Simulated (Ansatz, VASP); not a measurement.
HfN in VASP and in Ansatz

Contents of POSCAR:

```
HfN
1.0
    0.0000000000      2.2251150000      2.2590000000
    2.2928850000      0.0000000000      2.2590000000
    2.2928850000      2.2251150000      0.0000000000
Hf N
1 1
Direct
    0.0000000000      0.0000000000      0.0000000000
    0.5000000000      0.5000000000      0.5000000000
```

Contents of INCAR.step1:

```
ALGO = Normal
EDIFF = 1E-4
ENCUT = 520
GGA = PE
ISMEAR = 0
LASPH = True
LCHARG = False
LREAL = False
LWAVE = True
NBANDS = 14
NELM = 80
PREC = Accurate
SIGMA = 0.15
```

INCAR.step2

```
ALGO = Normal
EDIFF = 1E-6
ENCUT = 520
ISIF = 2
ISMEAR = 0
ISTART = 1
LASPH = True
LCHARG = False
LMIXTAU = True
LREAL = False
LWAVE = False
METAGGA = R2SCAN
NBANDS = 14
NELM = 80
PREC = Accurate
SIGMA = 0.15
```

File KPOINTS:

```
k-points
0
Gamma
  18 18 18
```

Input for Ansatz:

```yaml
crystal:
  lattice:
    - [0.0, 2.225115, 2.259]
    - [2.292885, 0.0, 2.259]
    - [2.292885, 2.225115, 0.0]
  atoms:
    - { symbol: Hf, position: [0.0, 0.0, 0.0] }
    - { symbol: "N", position: [0.5, 0.5, 0.5] }
basis:
  ecutwfc: 500
kpoints:
  mp_grid: { grid: [18, 18, 18] }
hamiltonian:
  xc: r2scan
scf:
  occupations: { method: gaussian, width: 0.15 }
output:
  forces: true
  stress: true
  eigenvalues: true
```

Change from the starting cell: strain +0.0150 x Voigt [1, -1, 0, 0, 0, 0], atoms carried along.

Alike in both runs: task single point; functional r2SCAN; k mesh 18 × 18 × 18; occupations gaussian, width 0.15 eV; no spin polarisation.

```csv
,VASP,Ansatz
version,VASP 6.6.1,Ansatz 0.2.0
potentials or method,"VASP PAW PBE potentials, release 64 (Hf_pv, N), cutoff 520 eV","scalar-relativistic, plane waves, PAW"
valence electrons in the cell,15,31
```

```csv
,VASP,Ansatz,Ansatz less VASP
gap on the k mesh at the Fermi level (eV),none,none,-
pressure (GPa),-0.8,1.9,+2.67
"traceless stress, the component that is largest in VASP (GPa)",7.40,7.54,+0.140
```

VASP's potentials were made for PBE, not for r2SCAN. A gap of «none» marks a metal or a gap that the smearing closes. VASP's potentials hold 15 valence electrons a cell and Ansatz's 31, so a difference there can come from the potentials and not from the codes.

Spin-orbit coupling is off throughout.
